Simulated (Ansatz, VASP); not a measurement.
**SiMo3: VASP beside Ansatz**

```
Si Mo
1.0
    -2.57544    2.57544    2.57544
     2.57544   -2.57544    2.57544
     2.57544    2.57544   -2.57544
Si Mo
1 3
Direct
  0.00000 0.00000 0.00000
  0.00000 0.50000 0.50000
  0.50000 0.00000 0.50000
  0.50000 0.50000 0.00000
```

Alike in both runs: functional PBE; k mesh 5 × 5 × 5; occupations gaussian, width 0.2 eV; no spin polarisation.

Ansatz relaxed the structure, and its values are those at the end. VASP's run is a single point on that final structure, the one shown.

```csv
,VASP,Ansatz
version,VASP 6.6.1,Ansatz 0.2.0
potentials or method,"VASP PAW PBE potentials, release 64 (Si, Mo_sv), cutoff 500 eV","scalar-relativistic, plane waves, PAW"
valence electrons in the cell,46,46
```

```tsv
	VASP	Ansatz	Ansatz less VASP
gap on the k mesh at the Fermi level (eV)	none	none	-
pressure (GPa)	-0.2	-0.5	-0.32
```

A gap of «none» marks a metal or a gap that the smearing closes.
